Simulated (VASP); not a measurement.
Runs of VASP 6.6.1 on TiSi2. The structure is that of space group Cmcm (No. 63), or close to it. The cells are those of the table. 

```csv
cell,gap on the mesh (eV),pressure (GPa),largest force (eV/Å)
"a = 6.695, b = 6.695, c = 3.715 Å, angles 90.0, 90.0, 148.1°, 6 atoms",none,(b),0.46
"a = 6.638, b = 6.638, c = 3.684 Å, angles 90.0, 90.0, 148.1°, 6 atoms",none,-4.1,0.56
"a = 6.968, b = 6.968, c = 3.680 Å, angles 90.0, 90.0, 149.7°, 6 atoms",none,-10.0,0.08
"a = 7.022, b = 7.022, c = 3.618 Å, angles 90.0, 90.0, 150.5°, 6 atoms",none,(a),0.13
"a = 6.911, b = 6.911, c = 3.650 Å, angles 90.0, 90.0, 149.7°, 6 atoms",none,-7.2,0.06
```

Alike in all rows: task single point; level PBEsol; potentials or basis VASP PAW PBE potentials, release 64 (Ti_sv, Si); no spin polarisation; k mesh 14 × 14 × 12; cutoff (eV) 520; smearing gaussian 0.15 eV.

Q: Estimate the missing entries.

A: (a) -6.8; (b) -7.3.

Caveats: the PAW data sets were made with another functional, which shifts forces and pressure a little; the stress differs along the axes, from -13 to 4 GPa (at least some runs); the stress differs along the axes, from -10 to 8 GPa (at least some runs); the stress differs along the axes, from -13 to -5 GPa (at least some runs); the cell stands under tension (at least some runs); the stress differs along the axes, from -10 to -3 GPa (at least some runs).

A gap of «none» marks levels without a gap at the run's occupations.
